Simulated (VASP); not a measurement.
The system is TaF.

```
Ta F
1.0
     3.07868    0.00000    0.00000
    -1.53934    2.66622    0.00000
     0.00000    0.00000    3.00279
Ta F
1 1
Direct
  0.00000 0.00000 0.00000
  0.66667 0.33333 0.50000
```

* Program: VASP 6.6.1
* Task: relaxation of cell and atoms
* Functional: PBE
* Potentials or basis: VASP PAW PBE potentials, release 64 (Ta_sv_GW, F)
* Cutoff: 700 eV
* k mesh: 6 × 6 × 6
* Occupations: gaussian, width 0.1 eV
* Spin: no spin polarisation

At the start: pressure 26.2 GPa; volume 12.32 Å³/atom.

Problem. Where does the relaxation end?

Solution. Over 15 steps the energy falls by 664.8 meV/atom and the volume is 13.63 Å³/atom (+10.6 %); space group P-6m2 (No. 187, to 0.1 Å) before and after.

Step by step:
| step | energy change (eV) | largest force (eV/Å) | pressure (GPa) | volume (Å³) |
| --- | --- | --- | --- | --- |
| 1 | 0.0000 | 0.0000 | 26.20 | 24.65 |
| 2 | -0.0762 | 0.0000 | -13.71 | 32.56 |
| 3 | -0.2735 | 0.0000 | -0.42 | 28.50 |
| 4 | -0.2736 | 0.0000 | -0.04 | 28.42 |
| 5 | -0.2803 | 0.0000 | -0.11 | 28.42 |
| 6 | -0.3220 | 0.0000 | -0.27 | 28.39 |
| 7 | -0.4759 | 0.0000 | -0.26 | 28.25 |
| 8 | -1.0039 | 0.0000 | -1.03 | 27.68 |
| 9 | -0.8627 | 0.0000 | 15.44 | 25.56 |
| 10 | -1.2802 | 0.0000 | 0.75 | 27.08 |
| 11 | -1.2729 | 0.0000 | 6.45 | 26.35 |
| 12 | -1.3245 | 0.0000 | 3.13 | 26.74 |
| 13 | -1.3232 | 0.0000 | 3.51 | 26.68 |
| 14 | -1.3087 | 0.0000 | -5.73 | 28.35 |
| 15 | -1.3296 | 0.0000 | -0.08 | 27.27 |

Final structure:
```cif
data_structure
_symmetry_space_group_name_H-M 'P 1'
_symmetry_Int_Tables_number 1
_cell_length_a 2.7699
_cell_length_b 2.7699
_cell_length_c 4.1034
_cell_angle_alpha 90.000
_cell_angle_beta 90.000
_cell_angle_gamma 120.000
_cell_volume 27.27
loop_
_atom_site_label
_atom_site_type_symbol
_atom_site_fract_x
_atom_site_fract_y
_atom_site_fract_z
_atom_site_occupancy
Ta1 Ta 0.00000 0.00000 0.00000 1
F1 F 0.66667 0.33333 0.50000 1
```

Caveat: the k points lie up to 0.44 Å⁻¹ apart in the final cell, too coarse for converged energies and pressures of a metal; a cell axis changed by over 15 % at a fixed basis, so the end point is rough.
